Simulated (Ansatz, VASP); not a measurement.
## Two plane-wave programs on Hg

```
Hg
1.0
    -1.87674    1.87674    1.91684
     1.87674   -1.87674    1.91684
     1.87674    1.87674   -1.91684
Hg
1
Cartesian
  0.0000 0.0000 1.9168
```

Alike in both runs: functional r2SCAN; k mesh 10 × 10 × 10; occupations fermi-dirac, width 0.05 eV; no spin polarisation.

```csv
,VASP,Ansatz
version,VASP 6.6.1,Ansatz 0.2.0
potentials or method,"VASP PAW PBE potentials, release 64 (Hg)",Ansatz PAW
plane-wave cutoff (eV),520,500
valence electrons in the cell,12,20
task,single point,band structure
```

```csv
,VASP,Ansatz,Ansatz less VASP
gap on the k mesh at the Fermi level (eV),none,none,-
pressure (GPa),0.4,0.2,-0.21
```

VASP's potentials were made for PBE, not for r2SCAN. A gap of «none» marks a metal or a gap that the smearing closes. The functional is the same, so the differences come from potentials, cutoffs and numerics. VASP's potentials hold 12 valence electrons a cell and Ansatz's 20, so a difference there can come from the potentials and not from the codes.

Neither program's run includes spin-orbit coupling.
